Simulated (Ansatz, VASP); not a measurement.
# Two plane-wave programs on LiCl

```xyz
10
Lattice="-3.7489 3.7489 4.9064 3.7489 -3.7489 4.9064 3.7489 3.7489 -4.9064" Properties=species:S:1:pos:R:3 pbc="T T T"
Li    0.9657   -0.9657    2.9736
Li    2.7832    2.7832    1.9328
Li    0.0000    0.0000    0.0000
Li    0.9657    0.9657    6.8393
Li   -0.9657    0.9657    2.9736
Cl    1.1643    1.1643    1.7330
Cl   -1.1643    1.1643    8.0799
Cl    1.1643   -1.1643    8.0799
Cl    2.5846    2.5846   -3.1735
Cl    0.0000    0.0000    4.9064
```

Alike in both runs: functional PBE; k mesh 4 × 4 × 4; occupations gaussian, width 0.02 eV; no spin polarisation.

Ansatz relaxed the structure, and its values are those at the end. VASP's run is a single point on that final structure, the one shown.

|  | VASP | Ansatz |
| --- | --- | --- |
| version | VASP 6.6.1 | Ansatz 0.2.0 |
| potentials or method | VASP PAW PBE potentials, release 64 (Li_sv, Cl), cutoff 520 eV | scalar-relativistic, plane waves, PAW |
| valence electrons in the cell | 50 | 50 |

```tsv
	VASP	Ansatz	Ansatz less VASP
gap on the k mesh at the Fermi level (eV)	5.61	5.60	-0.004
least direct gap on the mesh (eV)	5.62	5.61	-0.004
rms of the force components (eV/Å)	0.004	0.003	-0.0016
```

With one functional, cell and mesh, what is left measures potentials, basis and numerics.

Noted on VASP's run: the cutoff is under 1.25 times that of the potentials, so the pressure is a little rough.
